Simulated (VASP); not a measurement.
C:

```
C
1.0
     6.62708    0.00000    0.00000
    -3.31354    5.73922    0.00000
     0.00000    0.00000    1.26511
C
3
Direct
  0.00000 0.00000 0.00000
  0.33333 0.66667 0.50000
  0.66667 0.33333 0.50000
```

- Program: VASP 6.6.1
- Task: relaxation of cell and atoms
- Functional: r2SCAN
- Potentials or basis: VASP PAW PBE potentials, release 64 (C)
- Cutoff: 600 eV
- k mesh: 3 × 3 × 12
- Occupations: gaussian, width 0.1 eV
- Spin: no spin polarisation

At the start: pressure 3.2 GPa; volume 16.04 Å³/atom.

**Question.** How do energy, volume and symmetry change on relaxing?

**Answer.** Over 12 steps the energy falls by 82.4 meV/atom and the volume is 11.61 Å³/atom (-27.6 %); space group P6/mmm (No. 191, to 0.05 Å).

The path:
```csv
step,energy change (eV),largest force (eV/Å),pressure (GPa),volume (Å³)
1,0.0000,0.0000,3.21,48.12
2,0.5899,0.0000,-23.42,50.26
3,-0.0314,0.0000,-2.79,48.53
4,-0.0316,0.0000,-2.33,48.50
5,-0.0544,0.0000,-2.43,47.27
6,-0.1242,0.0000,-2.68,43.69
7,-0.2360,0.0000,-2.20,36.94
8,0.4714,0.0000,15.36,25.15
9,-0.2421,0.0000,-1.96,36.17
10,-0.2458,0.0000,-1.57,34.97
11,0.1210,0.0000,29.68,32.29
12,-0.2472,0.0000,-0.09,34.82
```

Final structure:
```
CELL_PARAMETERS angstrom
5.60823 0.00000 0.00000
-2.80411 4.85687 0.00000
0.00000 0.00000 1.27825
ATOMIC_POSITIONS crystal
C 0.00000 0.00000 0.00000
C 0.33333 0.66667 0.50000
C 0.66667 0.33333 0.50000
```

Caveat: the k points lie up to 0.43 Å⁻¹ apart in the final cell; the volume moved by over 15 % at a fixed basis, so the end points are rough; the PAW data sets were made with another functional, which shifts forces and pressure a little.
